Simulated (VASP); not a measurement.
Set up this calculation in VASP 6.6.1, as the native input.

- Task: single point
- Functional: r2SCANh
- Potentials or basis: VASP PAW PBE potentials, release 64 (As, Ga_d)
- Cutoff: 520 eV
- k mesh: 5 × 5 × 5
- Occupations: fermi-dirac, width 0.025 eV
- Spin: no spin polarisation
- Dipole correction: no
- Grid for exact exchange (PRECFOCK): Normal
- Further INCAR settings: ALGO = Normal; EDIFF = 1e-06; NBANDS = 16

The system is GaAs.

```
As Ga
1.0
     0.00000    2.82685    2.82685
     2.82685    0.00000    2.82685
     2.82685    2.82685    0.00000
As Ga
1 1
Direct
  0.75000 0.75000 0.75000
  0.00000 0.00000 0.00000
```

The input as run:

POSCAR

```
GaAs
1.0
    0.0000000000      2.8268500000      2.8268500000
    2.8268500000      0.0000000000      2.8268500000
    2.8268500000      2.8268500000      0.0000000000
As Ga
1 1
Direct
    0.7500000000      0.7500000000      0.7500000000
    0.0000000000      0.0000000000      0.0000000000
```

INCAR.step1

```
ALGO     = Normal         # electronic algorithm
EDIFF    = 1E-5           # SCF threshold, eV
ENCUT    = 520            # plane-wave cutoff, eV
GGA      = PE             # functional
ISIF     = 2              # what is computed and relaxed
ISMEAR   = -1             # smearing method
LASPH    = T              # aspherical terms in the spheres
LCHARG   = F              # write CHGCAR
LREAL    = F              # projectors in reciprocal space
LWAVE    = T              # write WAVECAR
NBANDS   = 16             # bands
NELM     = 100            # most SCF steps
PREC     = Accurate       # precision mode
SIGMA    = 0.025          # smearing width, eV
```

INCAR.step2

```
AEXX     = 0.1            # exact-exchange fraction
ALGO     = Normal         # electronic algorithm
EDIFF    = 1E-6           # SCF threshold, eV
ENCUT    = 520            # plane-wave cutoff, eV
ISIF     = 2              # what is computed and relaxed
ISMEAR   = -1             # smearing method
ISTART   = 1            
LASPH    = T              # aspherical terms in the spheres
LCHARG   = F              # write CHGCAR
LHFCALC  = T              # exact exchange
LMIXTAU  = T            
LREAL    = F              # projectors in reciprocal space
LWAVE    = F              # write WAVECAR
METAGGA  = R2SCAN         # meta-GGA
NBANDS   = 16             # bands
NELM     = 100            # most SCF steps
PREC     = Accurate       # precision mode
PRECFOCK = Normal       
SIGMA    = 0.025          # smearing width, eV
```

KPOINTS

```
k-points
0
Gamma
  5 5 5
```

Potentials or basis: VASP PAW PBE potentials, release 64 (As, Ga_d).

Run with:

```console
$ cat potpaw_PBE.64/As/POTCAR potpaw_PBE.64/Ga_d/POTCAR > POTCAR
$ cp INCAR.step1 INCAR
$ mpirun -np 1 vasp_std > vasp.out
$ cp INCAR.step2 INCAR
$ mpirun -np 1 vasp_std > vasp.out
```

Results of the run:

```json
{
 "Pressure": "0.1 GPa",
 "Band gap on the k mesh": "1.52 eV, direct"
}
```

Caveat: the PAW data sets were made with another functional, which shifts forces and pressure a little.

Run time: 12 min on 1 thread of Intel(R) Xeon(R) Platinum 8559C (Emerald Rapids), on a shared host, peak memory 0.19 GiB.
